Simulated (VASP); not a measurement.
# Ta (Fm-3m) in VASP: further runs

Runs on Ta. Level: r2SCAN. Tasks: single point.

All numbers are computed with VASP 6.6.1; they aren't measurements. Logs are shortened: lines on timing, memory, paths and dates and some standing lists are left out, and cuts for length are marked.

**1. The cell of the first run**

Symmetry: Fm-3m, No. 225, cubic system. Conventional cell: a = 4.151 Å, b = 4.151 Å, c = 4.151 Å, α = 90.00°, β = 90.00°, γ = 90.00°. Ta (site symmetry m-3m) has 12 Ta at 2.94 Å within 3.9 Å.

**2. Single point, r2SCAN (volume scaled by 0.96)**

Contents of POSCAR:

```
Ta
1.0
    0.0000000000      2.0754001591      2.0754001591
    2.0754001591      0.0000000000      2.0754001591
    2.0754001591      2.0754001591      0.0000000000
Ta
1
Direct
    0.0000000000      0.0000000000      0.0000000000
```

Contents of INCAR.step1:

```
PREC = Accurate
ENCUT = 520
ISMEAR = -1
SIGMA = 0.1
LREAL = F
LASPH = T
NELM = 100
NBANDS = 12
GGA = PE
ALGO = Normal
EDIFF = 1E-4
LWAVE = T
LCHARG = F
```

Contents of INCAR.step2:

```
PREC = Accurate
ENCUT = 520
EDIFF = 1E-6
ISMEAR = -1
SIGMA = 0.1
LREAL = F
LASPH = T
NELM = 100
ALGO = Normal
ISIF = 2
LWAVE = F
LCHARG = F
METAGGA = R2SCAN
LMIXTAU = T
NBANDS = 12
ISTART = 1
```

Contents of KPOINTS:

```
regular mesh
0
Gamma
  14 14 14
```

Potentials or basis: VASP PAW PBE potentials, release 64 (Ta_pv).

Run with:

```console
$ cat potpaw_PBE.64/Ta_pv/POTCAR > POTCAR
$ cp INCAR.step1 INCAR
$ mpirun -np 1 vasp_std > vasp.out
$ cp INCAR.step2 INCAR
$ mpirun -np 1 vasp_std > vasp.out
```

OUTCAR:

```text
PREC = Accurate
   ENCUT = 520
   EDIFF = 1E-6
   ISMEAR = -1
   LREAL = F
   LASPH = T
   NELM = 100
   ISIF = 2
   METAGGA = R2SCAN
   ISTART = 1

 ion  position               nearest neighbor table
   1  0.000  0.000  0.000-

  LATTYP: Found a face centered cubic cell.
 ALAT       =     4.1508003182

  Lattice vectors:

 A1 = (   0.0000000000,   2.0754001591,   2.0754001591)
 A2 = (   2.0754001591,   0.0000000000,   2.0754001591)
 A3 = (   2.0754001591,   2.0754001591,   0.0000000000)

Analysis of symmetry for initial positions (statically):
=====================================================================
 Subroutine PRICEL returns:
 Original cell was already a primitive cell.

 Routine SETGRP: Setting up the symmetry group for a
 face centered cubic supercell.

 Subroutine GETGRP returns: Found 48 space group operations
 (whereof 48 operations were pure point group operations)
 out of a pool of 48 trial point group operations.

The static configuration has the point symmetry O_h .

Analysis of symmetry for dynamics (positions and initial velocities):
=====================================================================
 Subroutine PRICEL returns:
 Original cell was already a primitive cell.

 Routine SETGRP: Setting up the symmetry group for a
 face centered cubic supercell.

 Subroutine GETGRP returns: Found 48 space group operations
 (whereof 48 operations were pure point group operations)
 out of a pool of 48 trial point group operations.

The dynamic configuration has the point symmetry O_h .

 Subroutine INISYM returns: Found 48 space group operations
 (whereof 48 operations are pure point group operations),
 and found     1 'primitive' translations

----------------------------------------------------------------------------------------

                                     Primitive cell

  volume of cell :      17.8787

  direct lattice vectors                    reciprocal lattice vectors
     0.000000000  2.075400159  2.075400159    -0.240917395  0.240917395  0.240917395
     2.075400159  0.000000000  2.075400159     0.240917395 -0.240917395  0.240917395
     2.075400159  2.075400159  0.000000000     0.240917395  0.240917395 -0.240917395

  length of vectors
     2.935059052  2.935059052  2.935059052     0.417281169  0.417281169  0.417281169

  position of ions in fractional coordinates (direct lattice)
     0.000000000  0.000000000  0.000000000

  ion indices of the primitive-cell ions
   primitive index   ion index
                 1           1

----------------------------------------------------------------------------------------

 KPOINTS: regular mesh

Automatic generation of k-mesh.
 Grid dimensions read from file:
 generate k-points for:   14   14   14

 Generating k-lattice:

  Cartesian coordinates                     Fractional coordinates (reciprocal lattice)
    -0.017208385  0.017208385  0.017208385     0.071428571  0.000000000  0.000000000
     0.017208385 -0.017208385  0.017208385     0.000000000  0.071428571  0.000000000
     0.017208385  0.017208385 -0.017208385     0.000000000  0.000000000  0.071428571

  Length of vectors
     0.029805798  0.029805798  0.029805798

  Shift w.r.t. Gamma in fractional coordinates (k-lattice)
     0.000000000  0.000000000  0.000000000

 Subroutine IBZKPT returns following result:
 ===========================================

 Found    104 irreducible k-points:

 Following reciprocal coordinates:
            Coordinates               Weight
  0.000000  0.000000  0.000000      1.000000
  0.071429  0.000000  0.000000      8.000000
  0.142857  0.000000  0.000000      8.000000
  0.214286  0.000000  0.000000      8.000000
  0.285714  0.000000  0.000000      8.000000
  0.357143  0.000000  0.000000      8.000000
[... 16 lines left out ...]
  0.214286  0.142857  0.000000     24.000000
  0.285714  0.142857  0.000000     24.000000
 [... further k-points ...]
   k-points           NKPTS =    104   k-points in BZ     NKDIM =    104   number of bands    NBANDS=     12
   number of dos      NEDOS =    301   number of ions     NIONS =      1
   total plane-waves  NPLWV =  13824
   dimension x,y,z NGX =    24 NGY =   24 NGZ =   24
   dimension x,y,z NGXF=    48 NGYF=   48 NGZF=   48
   ions per type =               1
   NGX,Y,Z   is equivalent  to a cutoff of  13.59, 13.59, 13.59 a.u.
   NGXF,Y,Z  is equivalent  to a cutoff of  27.19, 27.19, 27.19 a.u.
 SYSTEM =  unknown system
   PREC   = accura    normal or accurate (medium, high low for compatibility)
   ISTART =      1    job   : 0-new  1-cont  2-samecut
   ICHARG =      0    charge: 1-file 2-atom 10-const
   ISPIN  =      1    spin polarized calculation?
   LNONCOLLINEAR =      F non collinear calculations
   LSORBIT =      F    spin-orbit coupling
   LASPH  =      T    aspherical Exc in radial PAW
   ENCUT  =  520.0 eV  38.22 Ry    6.18 a.u.   5.46  5.46  5.46*2*pi/ulx,y,z
   NELM   =    100;   NELMIN=  2; NELMDL=  0     # of ELM steps
   EDIFF  = 0.1E-05   stopping-criterion for ELM
   LREAL  =      F    real-space projection
   EDIFFG = 0.1E-04   stopping-criterion for IOM
   NSW    =      0    number of steps for IOM
   IBRION =     -1    ionic relax: 0-MD 1-quasi-New 2-CG
   NFREE  =      0    steps in history (QN), initial steepest desc. (CG)
   ISIF   =      2    stress and relaxation
   ISYM   =      2    0-nonsym 1-usesym 2-fastsym
   POTIM  = 0.5000    time-step for ionic-motion
   TEBEG  =    0.0;   TEEND  =   0.0 temperature during run
   PSTRESS=    0.0 pullay stress
   NELECT =      11.0000    total number of electrons
   NUPDOWN=      -1.0000    fix difference up-down
   EMIN   =  10.00;   EMAX   =-10.00  energy-range for DOS
   EFERMI =   0.00;   METHOD = LEGACY
   ISMEAR =    -1;   SIGMA  =   0.10  broadening in eV -4-tet -1-fermi 0-gaus
   EFERMI_NEDOS =   21; number of points for ismear=-14 and -15
   IALGO  =     38    algorithm
   IMIX   =      4    mixing-type and parameters
     AMIX     =   0.40;   BMIX     =  1.00
     AMIX_MAG =   1.60;   BMIX_MAG =  1.00
  volume/ion in A,a.u.               =      17.88       120.65
  Fermi-wavevector in a.u.,A,eV,Ry     =   1.392389  2.631233 26.378252  1.938747
  Thomas-Fermi vector in A             =   2.516136
   LORBIT       =      0    0 simple, 1 ext, 2 COOP (PROOUT), +10 PAW based schemes
   METAGGA = R2SCAN    functional components
   LHFCALC =     F    Hartree Fock is set to
   AEXX    =    0.0000 exact exchange contribution
   IVDW    =     0    specifies the selected vdW correction
   LEPSILON=     F    determine dielectric tensor
   LRPA    =     F    only Hartree local field effects (RPA)
 non-spin polarized calculation
  energy-cutoff  :      520.00
  volume of cell :       17.88
 maximum number of plane-waves:       531
 NGX is ok and might be reduce to    24
   NGX = 11   NGY = 11   NGZ = 11

 number of electron      11.0000000 magnetization

 Free energy of the ion-electron system (eV)
  ---------------------------------------------------
  ext. energy  EPLUGINS =         0.00000000
  ---------------------------------------------------
  free energy    TOTEN  =       -48.33491899 eV

  energy without entropy =      -48.29967462  energy(sigma->0) =      -48.31729680

 E-fermi :   5.8289     XC(G=0): -13.8081

 val. band max:        5.7770251638   @ k =   0.4286   0.1429   0.0714
 cond. band min:       5.8309352846   @ k =   0.3571   0.2143   0.0000
 fundamental gap:      0.0539101208
 Fermi energy:         5.8288959314

 k-point     1 :       0.0000    0.0000    0.0000
  band No.  band energies     occupation
      1     -28.8190      2.00000
      2     -28.8190      2.00000
      3     -28.8190      2.00000
      4      -2.9677      2.00000
      5       6.3001      0.01781
      6       6.3001      0.01781
      7       6.3001      0.01781
      8       9.7610      0.00000
      9       9.7610      0.00000
     10      17.4523      0.00000
     11      18.9639      0.00000
     12      24.5016      0.00000

 k-point     2 :       0.0714    0.0000    0.0000
  band No.  band energies     occupation
      1     -28.8866      2.00000
      2     -28.8273      2.00000
      3     -28.8273      2.00000
      4      -2.7411      2.00000
      5       6.0959      0.12952
      6       6.4068      0.00616
      7       6.4068      0.00616
      8       9.6523      0.00000
      9       9.6523      0.00000
     10      17.4523      0.00000
     11      19.4428      0.00000
     12      23.3830      0.00000

 k-point     3 :       0.1429    0.0000    0.0000
  band No.  band energies     occupation
      1     -29.0726      2.00000
      2     -28.8504      2.00000
      3     -28.8504      2.00000
      4      -2.1015      2.00000
      5       5.6139      1.79132
      6       6.6554      0.00051
      7       6.6554      0.00051
      8       9.4559      0.00000
      9       9.4559      0.00000
     10      17.4520      0.00000
     11      20.5035      0.00000
     12      21.9144      0.00000
[... 286 lines left out ...]
 k-point    23 :       0.2143    0.1429    0.0000
  band No.  band energies     occupation
      1     -29.2356      2.00000
      2     -28.9477      2.00000
      3     -28.9379      2.00000
      4      -1.1073      2.00000
      5       4.6855      1.99998
      6       7.0896      0.00001
      7       7.3589      0.00000
      8       8.1029      0.00000
      9      10.3764      0.00000
     10      17.4519      0.00000
     11      22.0905      0.00000
     12      22.7842      0.00000

 k-point    24 :       0.2857    0.1429    0.0000
  band No.  band energies     occupation
      1     -29.4644      2.00000
      2     -28.9892      2.00000
      3     -28.9773      2.00000
      4      -0.1840      2.00000
      5       4.3293      2.00000
      6       6.4867      0.00278
      7       7.4968      0.00000
      8       8.9024      0.00000
      9      10.8069      0.00000
     10      17.4513      0.00000
     11      20.8394      0.00000
     12      24.0323      0.00000

 [... further k-points ...]
[... 5 lines left out ...]
  --------------------------------------------------------------------------------------
  -------------------------------------------------------------------------------------
  Total        1.0516491      1.0516491      1.0516491     -0.0000000      0.0000000      0.0000000
  in kB       94.2423063     94.2423063     94.2423063     -0.0000000      0.0000000      0.0000000
  external PRESSURE =      94.2423063 kB  Pullay stress =       0.0000000 kB

 VOLUME and BASIS-vectors are now :
 -----------------------------------------------------------------------------
  energy-cutoff  :      520.00
  volume of cell :       17.88
      direct lattice vectors                 reciprocal lattice vectors
     0.000000000  2.075400159  2.075400159    -0.240917395  0.240917395  0.240917395
     2.075400159  0.000000000  2.075400159     0.240917395 -0.240917395  0.240917395
     2.075400159  2.075400159  0.000000000     0.240917395  0.240917395 -0.240917395

 POSITION                                       TOTAL-FORCE (eV/Angst)
 -----------------------------------------------------------------------------------
      0.00000      0.00000      0.00000        -0.000000     -0.000000     -0.000000
 -----------------------------------------------------------------------------------
    total drift:                               -0.000000      0.000000      0.000000

  FREE ENERGIE OF THE ION-ELECTRON SYSTEM (eV)
  ---------------------------------------------------
  free  energy   TOTEN  =       -48.3349189924 eV

  energy  without entropy=      -48.2996746172  energy(sigma->0) =      -48.31729680
```

Run time: 28 s. Hardware: 1 thread of Intel Xeon 6975P-C (Granite Rapids), shared host; peak memory 0.15 GiB.

What came out:

- Free energy: -48.3349 eV
- Pressure: 9.4 GPa

Levels at points of the mesh, in eV from the Fermi level:
```csv
k point,band 2,band 3,band 4,band 5,band 6,band 7,band 8,band 9
"(0.00, 0.00, 0.00)",-34.65,-34.65,-8.80,0.47,0.47,0.47,3.93,3.93
"(0.50, 0.00, 0.00)",-34.81,-34.81,-5.07,0.28,0.28,0.65,6.41,6.41
"(0.50, 0.50, 0.00)",-35.10,-35.10,-4.87,-3.80,3.14,6.48,7.10,7.10
```

Caveat: the cell differs from its parent crystal (volume scaled by 0.96); the PAW data sets were made with another functional, which shifts forces and pressure a little; spin-orbit coupling is left out, which moves the levels of the heavy elements.

**3. Single point, r2SCAN**

This run uses another cell than the first one, of 18.62 Å³/atom, 1.042 times its volume.

Contents of POSCAR:

```
Ta
1.0
    0.0000000000      2.1038338316      2.1038338316
    2.1038338316      0.0000000000      2.1038338316
    2.1038338316      2.1038338316      0.0000000000
Ta
1
Direct
    0.0000000000      0.0000000000      0.0000000000
```

Contents of INCAR.step1:

```
SYSTEM = Ta
ALGO     = Normal         ! electronic algorithm
EDIFF    = 1E-4           ! SCF threshold, eV
ENCUT    = 520            ! plane-wave cutoff, eV
GGA      = PE             ! functional
ISMEAR   = -1             ! smearing method
LASPH    = .True.         ! aspherical terms in the spheres
LCHARG   = .False.        ! write CHGCAR
LREAL    = .False.        ! projectors in reciprocal space
LWAVE    = .True.         ! write WAVECAR
NBANDS   = 12             ! bands
NELM     = 80             ! most SCF steps
PREC     = Accurate       ! precision mode
SIGMA    = 0.1            ! smearing width, eV
```

Contents of INCAR.step2:

```
SYSTEM = Ta
ALGO     = Normal         ! electronic algorithm
EDIFF    = 1E-7           ! SCF threshold, eV
ENCUT    = 520            ! plane-wave cutoff, eV
ISIF     = 2              ! what is computed and relaxed
ISMEAR   = -1             ! smearing method
ISTART   = 1            
LASPH    = .True.         ! aspherical terms in the spheres
LCHARG   = .True.         ! write CHGCAR
LELF     = .True.         ! ELF
LMIXTAU  = .True.       
LREAL    = .False.        ! projectors in reciprocal space
LVHAR    = .True.       
LWAVE    = .False.        ! write WAVECAR
METAGGA  = R2SCAN         ! meta-GGA
NBANDS   = 12             ! bands
NELM     = 80             ! most SCF steps
PREC     = Accurate       ! precision mode
SIGMA    = 0.1            ! smearing width, eV
```

Contents of KPOINTS:

```
k-points
0
Gamma
  14 14 14
  0 0 0
```

Potentials or basis: VASP PAW PBE potentials, release 64 (Ta_pv).

Run with:

```console
$ cat potpaw_PBE.64/Ta_pv/POTCAR > POTCAR
$ cp INCAR.step1 INCAR
$ mpirun -np 1 vasp_std > vasp.out
$ cp INCAR.step2 INCAR
$ mpirun -np 1 vasp_std > vasp.out
```

OUTCAR:

```text
SYSTEM = Ta
   EDIFF = 1E-7
   ENCUT = 520
   ISIF = 2
   ISMEAR = -1
   ISTART = 1
   LASPH = .True.
   LREAL = .False.
   METAGGA = R2SCAN
   NELM = 80
   PREC = Accurate

 ion  position               nearest neighbor table
   1  0.000  0.000  0.000-

  LATTYP: Found a face centered cubic cell.
 ALAT       =     4.2076676632

  Lattice vectors:

 A1 = (   0.0000000000,   2.1038338316,   2.1038338316)
 A2 = (   2.1038338316,   0.0000000000,   2.1038338316)
 A3 = (   2.1038338316,   2.1038338316,   0.0000000000)

Analysis of symmetry for initial positions (statically):
=====================================================================
 Subroutine PRICEL returns:
 Original cell was already a primitive cell.

 Routine SETGRP: Setting up the symmetry group for a
 face centered cubic supercell.

 Subroutine GETGRP returns: Found 48 space group operations
 (whereof 48 operations were pure point group operations)
 out of a pool of 48 trial point group operations.

The static configuration has the point symmetry O_h .

Analysis of symmetry for dynamics (positions and initial velocities):
=====================================================================
[... 161 lines left out ...]
 Fermi energy:         5.4829016332

 k-point     1 :       0.0000    0.0000    0.0000
  band No.  band energies     occupation
      1     -29.3212      2.00000
      2     -29.3212      2.00000
      3     -29.3212      2.00000
      4      -3.1373      2.00000
      5       5.9739      0.01463
      6       5.9739      0.01463
      7       5.9739      0.01463
      8       9.2608      0.00000
      9       9.2608      0.00000
     10      16.9317      0.00000
     11      18.5062      0.00000
     12      23.8330      0.00000
[... 331 lines left out ...]
 k-point    24 :       0.2857    0.1429    0.0000
  band No.  band energies     occupation
      1     -29.8825      2.00000
      2     -29.4703      2.00000
      3     -29.4597      2.00000
      4      -0.4569      2.00000
      5       4.0907      2.00000
      6       6.1670      0.00213
      7       7.1095      0.00000
      8       8.4419      0.00000
      9      10.2505      0.00000
     10      16.9302      0.00000
     11      20.1702      0.00000
     12      23.1958      0.00000

 [... further k-points ...]
[... 5 lines left out ...]
  --------------------------------------------------------------------------------------
  -------------------------------------------------------------------------------------
  Total        0.0692829      0.0692829      0.0692829     -0.0000000      0.0000000     -0.0000000
  in kB        5.9603571      5.9603571      5.9603571     -0.0000000      0.0000000     -0.0000000
  external PRESSURE =       5.9603571 kB  Pullay stress =       0.0000000 kB

 VOLUME and BASIS-vectors are now :
 -----------------------------------------------------------------------------
  energy-cutoff  :      520.00
  volume of cell :       18.62
      direct lattice vectors                 reciprocal lattice vectors
     0.000000000  2.103833832  2.103833832    -0.237661355  0.237661355  0.237661355
     2.103833832  0.000000000  2.103833832     0.237661355 -0.237661355  0.237661355
     2.103833832  2.103833832  0.000000000     0.237661355  0.237661355 -0.237661355

 POSITION                                       TOTAL-FORCE (eV/Angst)
 -----------------------------------------------------------------------------------
      0.00000      0.00000      0.00000         0.000000      0.000000      0.000000
 -----------------------------------------------------------------------------------
    total drift:                                0.000000      0.000000     -0.000000

  FREE ENERGIE OF THE ION-ELECTRON SYSTEM (eV)
  ---------------------------------------------------
  free  energy   TOTEN  =       -48.3577007440 eV

  energy  without entropy=      -48.3210654887  energy(sigma->0) =      -48.33938312
```

OUTCAR.step1:

```text
SYSTEM = Ta
   EDIFF = 1E-4
   ENCUT = 520
   GGA = PE
   ISMEAR = -1
   LASPH = .True.
   LREAL = .False.
[... 576 lines left out ...]
 -----------------------------------------------------------------------------------
      0.00000      0.00000      0.00000         0.000000     -0.000000     -0.000000
 -----------------------------------------------------------------------------------
    total drift:                                0.000000      0.000000     -0.000000

  FREE ENERGIE OF THE ION-ELECTRON SYSTEM (eV)
  ---------------------------------------------------
  free  energy   TOTEN  =       -11.5914604145 eV

  energy  without entropy=      -11.5504538684  energy(sigma->0) =      -11.57095714
```

Wall time 31 s (1 thread of Intel Xeon 6975P-C (Granite Rapids), shared host); peak memory 0.15 GiB.

Results:

| Property | Result |
| --- | --- |
| Free energy | -48.3577 eV |
| Pressure | 0.6 GPa |

Levels at points of the mesh, in eV from the Fermi level:
```csv
k point,band 1,band 2,band 3,band 4,band 5,band 6,band 7,band 8,band 9,band 10
"(0.00, 0.00, 0.00)",-34.80,-34.80,-34.80,-8.62,0.49,0.49,0.49,3.78,3.78,11.45
"(0.50, 0.00, 0.00)",-35.90,-34.95,-34.95,-4.89,0.32,0.32,0.50,6.11,6.11,10.65
"(0.50, 0.50, 0.00)",-35.83,-35.20,-35.20,-4.62,-3.58,2.88,6.18,6.75,6.75,11.43
```

Caveat: the PAW data sets were made with another functional, which shifts forces and pressure a little; spin-orbit coupling is left out, which moves the levels of the heavy elements.

[end of part 1 of 2]
